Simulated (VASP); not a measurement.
# KMgF3 (Pm-3m) in VASP: vibrations by perturbation theory with PBE

Aim: the vibrations by perturbation theory of KMgF3 with PBE.

All numbers are computed with VASP 6.6.1; they aren't measurements. Logs are shortened: lines on timing, memory, paths and dates and some standing lists are left out, and cuts for length are marked.

## Step 1: The cell of the first run

It takes space group Pm-3m (No. 221, cubic). Conventional cell: a = 4.054 Å, b = 4.054 Å, c = 4.054 Å, α = 90.00°, β = 90.00°, γ = 90.00°. Within 3.8 Å of K (site symmetry m-3m) lie 12 F at 2.87 Å and 8 Mg at 3.51 Å. Mg (site symmetry m-3m) has 6 F at 2.03 Å within 2.7 Å. Within 2.7 Å of F (site symmetry 4/mmm) lie 2 Mg at 2.03 Å.

## Step 2: Vibrations by perturbation theory, PBE

Input file INCAR:

```
PREC = Accurate
ENCUT = 520
EDIFF = 1E-8
ISMEAR = 0
SIGMA = 0.01
LREAL = False
LASPH = True
NELM = 100
ALGO = Normal
ISIF = 2
LWAVE = False
LCHARG = False
GGA = PE
IBRION = 8
NSW = 1
LEPSILON = True
```

Input file KPOINTS:

```
regular mesh
0
Gamma
  4 4 4
```

Input file POSCAR:

```
KMgF3
1.0
    4.0538824298      0.0000000000      0.0000000000
    0.0000000000      4.0538824298      0.0000000000
    0.0000000000      0.0000000000      4.0538824298
K Mg F
1 1 3
Direct
    0.5000000000      0.5000000000      0.5000000000
    0.0000000000      0.0000000000      0.0000000000
    0.0000000000      0.5000000000      0.0000000000
    0.0000000000      0.0000000000      0.5000000000
    0.5000000000      0.0000000000      0.0000000000
```

Potentials or basis: VASP PAW PBE potentials, release 64 (K_sv, Mg, F).

On the command line:

```sh
$ cat potpaw_PBE.64/K_sv/POTCAR potpaw_PBE.64/Mg/POTCAR potpaw_PBE.64/F/POTCAR > POTCAR
$ mpirun -np 1 vasp_std > vasp.out
```

OUTCAR:

```text
PREC = Accurate
   ENCUT = 520
   EDIFF = 1E-8
   ISMEAR = 0
   LREAL = False
   LASPH = True
   NELM = 100
   ISIF = 2
   GGA = PE
   IBRION = 8
   NSW = 1
   LEPSILON = True

 ion  position               nearest neighbor table
   1  0.500  0.500  0.500-   2 3.51   2 3.51   2 3.51   2 3.51   2 3.51   2 3.51   2 3.51   2 3.51

   2  0.000  0.000  0.000-   3 2.03   4 2.03   5 2.03   4 2.03   3 2.03   5 2.03   1 3.51   1 3.51
                             1 3.51   1 3.51   1 3.51   1 3.51   1 3.51   1 3.51
   3  0.000  0.500  0.000-   2 2.03   2 2.03
   4  0.000  0.000  0.500-   2 2.03   2 2.03
   5  0.500  0.000  0.000-   2 2.03   2 2.03

  LATTYP: Found a simple cubic cell.
 ALAT       =     4.0538824298

  Lattice vectors:

 A1 = (   4.0538824298,   0.0000000000,   0.0000000000)
 A2 = (   0.0000000000,   4.0538824298,   0.0000000000)
 A3 = (   0.0000000000,   0.0000000000,   4.0538824298)

Analysis of symmetry for initial positions (statically):
=====================================================================
 Subroutine PRICEL returns:
 Original cell was already a primitive cell.

 Routine SETGRP: Setting up the symmetry group for a
 simple cubic supercell.

 Subroutine GETGRP returns: Found 48 space group operations
 (whereof 48 operations were pure point group operations)
 out of a pool of 48 trial point group operations.

The static configuration has the point symmetry O_h .

Analysis of symmetry for dynamics (positions and initial velocities):
=====================================================================
 Subroutine PRICEL returns:
 Original cell was already a primitive cell.

 Routine SETGRP: Setting up the symmetry group for a
 simple cubic supercell.

 Subroutine GETGRP returns: Found 48 space group operations
 (whereof 48 operations were pure point group operations)
 out of a pool of 48 trial point group operations.

The dynamic configuration has the point symmetry O_h .

 Subroutine INISYM returns: Found 48 space group operations
 (whereof 48 operations are pure point group operations),
 and found     1 'primitive' translations

----------------------------------------------------------------------------------------

                                     Primitive cell

  volume of cell :      66.6214

  direct lattice vectors                    reciprocal lattice vectors
     4.053882430  0.000000000  0.000000000     0.246677109  0.000000000  0.000000000
     0.000000000  4.053882430  0.000000000     0.000000000  0.246677109  0.000000000
     0.000000000  0.000000000  4.053882430     0.000000000  0.000000000  0.246677109

  length of vectors
     4.053882430  4.053882430  4.053882430     0.246677109  0.246677109  0.246677109

  position of ions in fractional coordinates (direct lattice)
     0.500000000  0.500000000  0.500000000
     0.000000000  0.000000000  0.000000000
     0.000000000  0.500000000  0.000000000
     0.000000000  0.000000000  0.500000000
     0.500000000  0.000000000  0.000000000

  ion indices of the primitive-cell ions
   primitive index   ion index
                 1           1
                 2           2
                 3           3
[... 426 lines left out ...]
    -0.00009  0.00000  0.00000
     0.00000  0.00284 -0.00000
     0.00000  0.00000 -0.00009

 MACROSCOPIC STATIC DIELECTRIC TENSOR (including local field effects in DFT)
 ------------------------------------------------------
           2.048208     0.000000     0.000000
           0.000000     2.048208    -0.000000
           0.000000     0.000000     2.048208
 ------------------------------------------------------

 PIEZOELECTRIC TENSOR (including local field effects)  for field in x, y, z        (e  Angst)
          XX          YY          ZZ          XY          YZ          ZX
  --------------------------------------------------------------------------------
  x     0.00000     0.00000     0.00000     0.00000     0.00000     0.00000
  y     0.00000     0.00000     0.00000     0.00000     0.00000     0.00000
  z     0.00000     0.00000     0.00000     0.00000     0.00000     0.00000

 PIEZOELECTRIC TENSOR (including local field effects)  for field in x, y, z        (C/m^2)
          XX          YY          ZZ          XY          YZ          ZX
  --------------------------------------------------------------------------------
  x     0.00000     0.00000     0.00000     0.00000     0.00000     0.00000
  y     0.00000     0.00000     0.00000     0.00000     0.00000     0.00000
  z     0.00000     0.00000     0.00000     0.00000     0.00000     0.00000

 BORN EFFECTIVE CHARGES (including local field effects) (in |e|, cummulative output)
 ---------------------------------------------------------------------------------
 ion    1
    1     1.17816    -0.00000     0.00000
    2    -0.00000     1.17816     0.00000
    3     0.00000     0.00000     1.17816
 ion    2
    1     2.01154    -0.00000     0.00000
    2    -0.00000     2.01154     0.00000
    3     0.00000     0.00000     2.01154
 ion    3
    1    -0.96033     0.00000    -0.00000
    2     0.00000    -1.26904     0.00000
    3    -0.00000    -0.00000    -0.96033
 ion    4
    1    -0.96033    -0.00000    -0.00000
    2     0.00000    -0.96033     0.00000
    3     0.00000     0.00000    -1.26904
 ion    5
    1    -1.26904     0.00000     0.00000
    2     0.00000    -0.96033     0.00000
    3     0.00000     0.00000    -0.96033

 INTERNAL STRAIN TENSOR FOR ION    5 for displacements in x,y,z  (eV/Angst):
          X           Y           Z          XY          YZ          ZX
  --------------------------------------------------------------------------------
  x     0.00000     0.00000     0.00000     0.00000     0.00000     0.00000
  y     0.00000     0.00000     0.00000     0.00000     0.00000     0.00000
  z     0.00000     0.00000     0.00000     0.00000     0.00000     0.00000

 SECOND DERIVATIVES (NOT SYMMETRIZED)
 ------------------------------------
               1X          1Y          1Z          2X          2Y          2Z          3X          3Y          3Z          4X          4Y          4Z          5X          5Y          5Z
  1X    -2.032354    0.000000   -0.000000    1.155226   -0.000000   -0.000000    0.243088    0.000000   -0.000000    0.243088    0.000000    0.000000    0.390952   -0.000000    0.000000
  1Y     0.000000   -2.032354   -0.000000   -0.000000    1.155226   -0.000000    0.000000    0.390952   -0.000000    0.000000    0.243088    0.000000    0.000000    0.243088   -0.000000
  1Z    -0.000000   -0.000000   -2.032354    0.000000    0.000000    1.155226   -0.000000    0.000000    0.243088   -0.000000    0.000000    0.390952    0.000000   -0.000000    0.243088
  2X     1.156603    0.000000    0.000000   -7.805567    0.000000    0.000000    0.933935   -0.000000   -0.000000    0.933935    0.000000   -0.000000    4.781094    0.000000   -0.000000
  2Y     0.000000    1.156603    0.000000    0.000000   -7.805567    0.000000    0.000000    4.781094   -0.000000    0.000000    0.933935   -0.000000   -0.000000    0.933935    0.000000
  2Z     0.000000    0.000000    1.156603    0.000000    0.000000   -7.805567    0.000000   -0.000000    0.933935    0.000000    0.000000    4.781094   -0.000000   -0.000000    0.933935
  3X     0.228823    0.000000    0.000000    0.918102    0.000000    0.000000   -2.713977    0.000000    0.000000   -0.440284    0.000000    0.000000    2.007337    0.000000    0.000000
  3Y     0.000000    0.377438    0.000000   -0.000000    4.764597   -0.000000   -0.000000   -9.154255   -0.000000    0.000000    2.006110   -0.000000   -0.000000    2.006110    0.000000
  3Z     0.000000    0.000000    0.228823    0.000000    0.000000    0.918102    0.000000    0.000000   -2.713977    0.000000    0.000000    2.007337    0.000000    0.000000   -0.440284
  4X     0.228823    0.000000    0.000000    0.918102    0.000000    0.000000   -0.440284    0.000000    0.000000   -2.713977    0.000000    0.000000    2.007337    0.000000    0.000000
  4Y     0.000000    0.228823    0.000000    0.000000    0.918102    0.000000    0.000000    2.007337    0.000000    0.000000   -2.713977    0.000000    0.000000   -0.440284    0.000000
  4Z    -0.000000    0.000000    0.377438   -0.000000    0.000000    4.764597   -0.000000   -0.000000    2.006110    0.000000    0.000000   -9.154255   -0.000000    0.000000    2.006110
  5X     0.377438    0.000000    0.000000    4.764597   -0.000000   -0.000000    2.006110   -0.000000    0.000000    2.006110    0.000000   -0.000000   -9.154255   -0.000000   -0.000000
  5Y     0.000000    0.228823    0.000000    0.000000    0.918102    0.000000    0.000000    2.007337    0.000000    0.000000   -0.440284    0.000000    0.000000   -2.713977    0.000000
  5Z     0.000000    0.000000    0.228823    0.000000    0.000000    0.918102    0.000000    0.000000   -0.440284    0.000000    0.000000    2.007337    0.000000    0.000000   -2.713977

 Eigenvectors and eigenvalues of the dynamical matrix
 ----------------------------------------------------

   1 f  =   12.650083 THz    79.482819 2PiTHz  421.961365 cm-1    52.316518 meV
             X         Y         Z           dx          dy          dz
      2.026941  2.026941  2.026941    -0.001385   -0.016758   -0.000000
      0.000000  0.000000  0.000000     0.042935    0.519358    0.000000
      0.000000  2.026941  0.000000     0.011053   -0.829125   -0.000000
      0.000000  0.000000  2.026941     0.011053    0.133698   -0.000000
      2.026941  0.000000  0.000000    -0.068543    0.133698   -0.000000
[... 105 lines left out ...]
  15 f/i=    0.029324 THz     0.184249 2PiTHz    0.978149 cm-1     0.121275 meV
             X         Y         Z           dx          dy          dz
      2.026941  2.026941  2.026941     0.049005    0.002945    0.563150
      0.000000  0.000000  0.000000     0.038936    0.002340    0.447438
      0.000000  2.026941  0.000000     0.034658    0.002078    0.398273
      0.000000  0.000000  2.026941     0.034658    0.002083    0.397335
      2.026941  0.000000  0.000000     0.034576    0.002083    0.398273

--------------------------------------------------------------------------------------------------------

 MACROSCOPIC STATIC DIELECTRIC TENSOR IONIC CONTRIBUTION
 ------------------------------------------------------
           4.963742    -0.000000     0.000000
          -0.000000     4.963742     0.000000
           0.000000     0.000000     4.963742
 ------------------------------------------------------

 ELASTIC MODULI CONTR FROM IONIC RELAXATION (kBar)
 Direction    XX          YY          ZZ          XY          YZ          ZX
 --------------------------------------------------------------------------------
 XX           0.0000      0.0000      0.0000      0.0000      0.0000      0.0000
 YY           0.0000      0.0000      0.0000      0.0000      0.0000      0.0000
 ZZ           0.0000      0.0000      0.0000      0.0000      0.0000      0.0000
 XY           0.0000      0.0000      0.0000      0.0000      0.0000      0.0000
 YZ           0.0000      0.0000      0.0000      0.0000      0.0000      0.0000
 ZX           0.0000      0.0000      0.0000      0.0000      0.0000      0.0000
 --------------------------------------------------------------------------------

 PIEZOELECTRIC TENSOR IONIC CONTR  for field in x, y, z        (C/m^2)
          XX          YY          ZZ          XY          YZ          ZX
  --------------------------------------------------------------------------------
  x     0.00000     0.00000     0.00000     0.00000     0.00000     0.00000
  y     0.00000     0.00000     0.00000     0.00000     0.00000     0.00000
  z     0.00000     0.00000     0.00000     0.00000     0.00000     0.00000
```

Wall time 7.5 min (1 thread of Intel Xeon 6975P-C (Granite Rapids), shared host); peak memory 0.28 GiB.

What came out:

```yaml
Electronic_dielectric_tensor_diagonal: 2.05
Born_charges_mean_of_the_diagonal: K +1.18; Mg +2.01; F -1.06 e
Highest_phonon_frequency_at_Γ_LO-TO_splitting_left_out: 422 cm⁻¹
```

Phonon frequencies in cm⁻¹ (negative: imaginary):
```tsv
q point	frequencies
(0.000, 0.000, 0.000)	-1 -1 -1 141 141 141 180 180 180 282 282 282 422 422 422
```

Electronic dielectric tensor:
```
2.05 0.00 0.00
0.00 2.05 0.00
0.00 0.00 2.05
```

Born effective charge tensors (e):
atom 1, K
```
1.18 0.00 0.00
0.00 1.18 0.00
0.00 0.00 1.18
```
atom 2, Mg
```
2.01 0.00 0.00
0.00 2.01 0.00
0.00 0.00 2.01
```
atom 3, F
```
-0.96  0.00  0.00
 0.00 -1.27  0.00
 0.00  0.00 -0.96
```
atom 4, F
```
-0.96  0.00  0.00
 0.00 -0.96  0.00
 0.00  0.00 -1.27
```
atom 5, F
```
-1.27  0.00  0.00
 0.00 -0.96  0.00
 0.00  0.00 -0.96
```

Caveat: the k points lie up to 0.39 Å⁻¹ apart.
